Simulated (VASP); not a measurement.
Crystal: SiC.

```
Si C
1.0
     3.07600    0.00000    0.00000
    -1.53800    2.66389    0.00000
     0.00000    0.00000    5.04800
Si C
2 2
Cartesian
  0.0000 1.7759 0.0000
  1.5380 0.8880 2.5240
  0.0000 1.7759 1.9435
  1.5380 0.8880 4.4675
```

```yaml
Program: VASP 6.6.1
Task: relaxation of cell and atoms
Functional: PBEsol
Potentials_or_basis: VASP PAW PBE potentials, release 64 (Si, C)
Cutoff: 600 eV
k_mesh: 6 × 6 × 4
Occupations: gaussian, width 0.1 eV
Spin: no spin polarisation
```

At the start: pressure 0.5 GPa; volume 10.34 Å³/atom.

Question: How do energy, volume and symmetry change on relaxing?

Answer: Over 4 steps the energy falls by 8.8 meV/atom; space group P6_3mc (No. 186, to 0.05 Å).

The path:
| step | energy change (eV) | largest force (eV/Å) | pressure (GPa) | volume (Å³) |
| --- | --- | --- | --- | --- |
| 1 | 0.0000 | 0.7428 | 0.48 | 41.36 |
| 2 | -0.0021 | 0.6778 | -0.52 | 41.55 |
| 3 | -0.0324 | 0.0722 | -0.33 | 41.46 |
| 4 | -0.0353 | 0.0145 | 0.27 | 41.35 |

Final structure:
```
Si C
1.0
     3.07531    0.00000    0.00000
    -1.53766    2.66330    0.00000
     0.00000    0.00000    5.04875
Si C
2 2
Direct
  0.33333 0.66667 0.00466
  0.66667 0.33333 0.50466
  0.33333 0.66667 0.38034
  0.66667 0.33333 0.88034
```

Caveat: the PAW data sets were made with another functional, which shifts forces and pressure a little; the relaxation stopped at a loose force limit of 0.05 eV/Å, so its end isn't a converged minimum.
